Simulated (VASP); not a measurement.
BP (v.bB): single point with PBE

The system is BP (v.bB).

```
B P
1.0
     0.00000    2.27408    2.27408
     2.27408    0.00000    2.27408
     2.27408    2.27408    0.00000
B P
1 1
Cartesian
  0.0000 0.0000 0.0000
  1.1370 1.1370 1.1370
```

| Item | Value |
| --- | --- |
| Program | VASP 6.6.1 |
| Task | single point |
| Functional | PBE |
| Potentials or basis | VASP PAW PBE potentials, release 64 (B, P) |
| Cutoff | 500 eV |
| k mesh | 10 × 10 × 10 |
| Occupations | gaussian, width 0.02 eV |
| Spin | no spin polarisation |
| Dipole correction | no |
| Further INCAR settings | ALGO = Normal; EDIFF = 1e-06; NBANDS = 11 |

```yaml
Pressure: -0.2 GPa
Band_gap_on_the_k_mesh: 1.25 eV, indirect (least direct gap 3.39 eV)
```

Levels at points of the mesh, in eV from the valence-band top:
| k point | band 2 | band 3 | band 4 | band 5 | band 6 | band 7 |
| --- | --- | --- | --- | --- | --- | --- |
| (0.00, 0.00, 0.00) | 0.00 | 0.00 | 0.00 | 3.39 | 3.39 | 3.39 |
| (0.50, 0.00, 0.00) | -8.99 | -1.75 | -1.75 | 3.74 | 4.71 | 4.71 |
| (0.50, 0.50, 0.00) | -8.55 | -4.09 | -4.09 | 1.35 | 1.67 | 12.06 |

Wall time 9.7 s on 1 thread of Intel(R) Xeon(R) Platinum 8375C CPU @ 2.90GHz (Ice Lake), on a shared host, peak memory 0.14 GiB.

A k mesh can miss the band edges. PBE gaps usually lie below the measured ones, often by a third to a half.
